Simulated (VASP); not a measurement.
Si16Ge (a cell with a defect): single point with PBEsol

System: Si16Ge (a cell with a defect).

```xyz
17
Lattice="0.0000 5.4300 5.4300 5.4300 0.0000 5.4300 5.4300 5.4300 0.0000" Properties=species:S:1:pos:R:3 pbc="T T T"
Si   -0.0067   -0.0103    0.0060
Si    1.3586    1.3539    1.3092
Si    2.7231    2.7196    0.0070
Si    4.0727    4.0707    1.3570
Si    2.7564   -0.0448    2.6729
Si    4.1200    1.3538    4.0708
Si    5.4226    2.7194    2.7064
Si    6.7880    4.0214    4.0715
Si   -0.0395    2.7508    2.6742
Si    1.3575    4.1157    4.0716
Si    2.7218    5.4200    2.7075
Si    4.0256    6.7841    4.0723
Si    2.7548    2.7506    5.4685
Si    4.0729    4.0666    6.7860
Si    5.3896    5.3855    5.4697
Si    6.7870    6.7840    6.8337
Ge    6.7879    6.7815    4.0709
```

```json
{
 "Program": "VASP 6.6.1",
 "Task": "single point",
 "Functional": "PBEsol",
 "Potentials or basis": "VASP PAW PBE potentials, release 64 (Si, Ge_d)",
 "Cutoff": "520 eV",
 "k mesh": "2 × 2 × 2",
 "Occupations": "fermi-dirac, width 0.05 eV",
 "Spin": "no spin polarisation"
}
```

```json
{
 "Pressure": "4.8 GPa",
 "Largest force": "0.006 eV/Å",
 "Band gap on the k mesh": "zero (bands 39 and 40 overlap by 0.31 eV)"
}
```

Forces in eV/Å, atoms in the order of the input:
```
Si  -0.001 -0.001  0.001
Si   0.000 -0.001  0.003
Si   0.001  0.000  0.001
Si   0.000  0.001  0.000
Si  -0.002  0.002  0.002
Si  -0.004 -0.002 -0.001
Si  -0.001  0.000 -0.001
Si   0.000  0.003  0.000
Si   0.001 -0.001  0.000
Si   0.000 -0.005 -0.001
Si   0.001 -0.001 -0.002
Si   0.004 -0.002 -0.001
Si   0.000 -0.001  0.000
Si   0.000  0.006  0.002
Si   0.002  0.002 -0.002
Si   0.001 -0.002 -0.004
Ge   0.000  0.002  0.001
```

Levels at points of the mesh, in eV from the Fermi level:
```
           k point  band 35  band 36  band 37  band 38  band 39  band 40  band 41  band 42  band 43  band 44
(0.00, 0.00, 0.00)    -1.65    -0.70    -0.70    -0.69    -0.21    -0.21    -0.21     0.03     0.03     0.48
(0.50, 0.00, 0.00)    -1.42    -1.42    -1.36    -1.36    -0.28     0.56     0.56     0.89     0.89     1.29
(0.00, 0.50, 0.00)    -1.42    -1.42    -1.36    -1.36    -0.28     0.55     0.56     0.89     0.89     1.29
(0.00, 0.00, 0.50)    -1.42    -1.42    -1.36    -1.36    -0.28     0.55     0.56     0.89     0.89     1.29
(0.50, 0.50, 0.50)    -1.42    -1.42    -1.36    -1.36    -0.28     0.55     0.56     0.89     0.89     1.29
(0.50, 0.50, 0.00)    -1.97    -1.97    -1.80    -1.23     0.10     0.84     1.09     1.09     1.09     1.96
(0.00, 0.50, 0.50)    -1.97    -1.97    -1.80    -1.23     0.10     0.84     1.09     1.09     1.09     1.96
(0.50, 0.00, 0.50)    -1.97    -1.97    -1.80    -1.23     0.10     0.84     1.09     1.09     1.10     1.96
```

Wall time 8.7 min on 1 thread of Intel Xeon 8259CL (shared host), peak memory 0.5 GiB.

Caveat: the k points lie up to 0.50 Å⁻¹ apart; the PAW data sets were made with another functional, which shifts forces and pressure a little.
